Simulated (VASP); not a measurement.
Write the native input for VASP 6.6.1 that does the following.

| Quantity | Value |
| --- | --- |
| Task | single point |
| Functional | r2SCAN |
| Potentials or basis | VASP PAW PBE potentials, release 64 (Cu_sv_GW, F) |
| Cutoff | 900 eV |
| k mesh | 9 × 9 × 4 |
| Occupations | fermi-dirac, width 0.02 eV |
| Spin | no spin polarisation |
| Dipole correction | no |
| Further INCAR settings | ALGO = Normal; EDIFF = 1e-06; NBANDS = 34 |

CuF:

```
Cu F
1.0
     3.43703    0.00000    0.00000
    -1.71852    2.97656    0.00000
     0.00000    0.00000    4.97877
Cu F
2 2
Direct
  0.33333 0.66667 0.25000
  0.66667 0.33333 0.75000
  0.66667 0.33333 0.25000
  0.33333 0.66667 0.75000
```

These files were run (other wordings do the same):

POSCAR

```
CuF
1.0
    3.4370317958      0.0000000000      0.0000000000
   -1.7185158979      2.9765568488      0.0000000000
    0.0000000000      0.0000000000      4.9787659384
Cu F
2 2
Direct
    0.3333333333      0.6666666667      0.2500000000
    0.6666666667      0.3333333333      0.7500000000
    0.6666666667      0.3333333333      0.2500000000
    0.3333333333      0.6666666667      0.7500000000
```

INCAR.step1

```
PREC = Accurate ; ENCUT = 900
ISMEAR = -1 ; SIGMA = 0.02
LREAL = F ; LASPH = T
NELM = 120 ; NBANDS = 34
GGA = PE ; ALGO = Normal
EDIFF = 1E-5 ; LWAVE = T
LCHARG = F ; GGA_COMPAT = F
```

INCAR.step2

```
PREC = Accurate ; ENCUT = 900
EDIFF = 1E-6 ; ISMEAR = -1
SIGMA = 0.02 ; LREAL = F
LASPH = T ; NELM = 120
ALGO = Normal ; ISIF = 2
LWAVE = F ; LCHARG = T
METAGGA = R2SCAN ; LMIXTAU = T
LELF = T ; LVHAR = T
NBANDS = 34 ; ISTART = 1
GGA_COMPAT = F
```

KPOINTS

```
Automatic mesh
0
Gamma
  9 9 4
```

Potentials or basis: VASP PAW PBE potentials, release 64 (Cu_sv_GW, F).

The run is started by

```bash
$ cat potpaw_PBE.64/Cu_sv_GW/POTCAR potpaw_PBE.64/F/POTCAR > POTCAR
$ cp INCAR.step1 INCAR
$ mpirun -np 1 vasp_std > vasp.out
$ cp INCAR.step2 INCAR
$ mpirun -np 1 vasp_std > vasp.out
```

Results of the run:

The pressure is 5.2 GPa and the band gap on the k mesh is zero (bands 26 and 27 overlap by 0.06 eV).

Caveat: the cell stands under pressure; semilocal functionals underestimate gaps, and a narrow one can read as zero; the PAW data sets were made with another functional, which shifts forces and pressure a little.

Wall time 9 min on 1 thread of Intel(R) Xeon(R) Platinum 8259CL CPU @ 2.50GHz (Skylake/Cascade Lake), on a shared host, peak memory 0.35 GiB.
